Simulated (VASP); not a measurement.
Wanted: the native input for a VASP 6.6.1 run.

- Task: relaxation of cell and atoms
- Functional: PBE
- Potentials or basis: VASP PAW PBE potentials, release 64 (Be, Ag)
- Cutoff: 600 eV
- k mesh: 14 × 14 × 14
- Occupations: gaussian, width 0.1 eV
- Spin: no spin polarisation
- Dipole correction: no
- Further INCAR settings: ALGO = Fast; EDIFF = 1e-07; IBRION = 2; EDIFFG = -0.01; NSW = 100; ISIF = 3

The structure of BeAg2 lies in POSCAR:

```
BeAg2
1.0
    0.0000000000      2.8910449160      2.8910449160
    2.8910449160      0.0000000000      2.8910449160
    2.8910449160      2.8910449160      0.0000000000
Be Ag
1 2
Direct
    0.0000000000      0.0000000000      0.0000000000
    0.2500000000      0.2500000000      0.2500000000
    0.7500000000      0.7500000000      0.7500000000
```

The input as run:

INCAR

```
  ALGO = Fast
  EDIFF = 1E-7
  EDIFFG = -0.01
  ENCUT = 600
  GGA = PE
  IBRION = 2
  ISIF = 3
  ISMEAR = 0
  LASPH = T
  LCHARG = F
  LREAL = F
  LWAVE = F
  NELM = 100
  NSW = 100
  PREC = Accurate
  SIGMA = 0.1
```

KPOINTS

```
k-points
0
Gamma
  14 14 14
```

Potentials or basis: VASP PAW PBE potentials, release 64 (Be, Ag).

Command:

```bash
$ cat potpaw_PBE.64/Be/POTCAR potpaw_PBE.64/Ag/POTCAR > POTCAR
$ mpirun -np 1 vasp_std > vasp.out
```

Results of the run:

```
Relaxed volume                        : 16.06 Å³/atom
Relaxed cell                          : a = 4.084 Å, b = 4.084 Å, c = 4.084 Å, α = 60.00°, β = 60.00°, γ = 60.00°
Space group after relaxing (to 0.1 Å) : Fm-3m (No. 225)
Energy gained by relaxing             : 0.0 meV/atom
Ionic steps                           : 3
Pressure after relaxing               : 0.0 GPa
Band gap on the k mesh                : zero (bands 12 and 13 overlap by 6.22 eV)
```

Run time: 3 min on 1 thread of Intel(R) Xeon(R) Platinum 8488C (Sapphire Rapids), with other jobs on the host, peak memory 0.28 GiB.
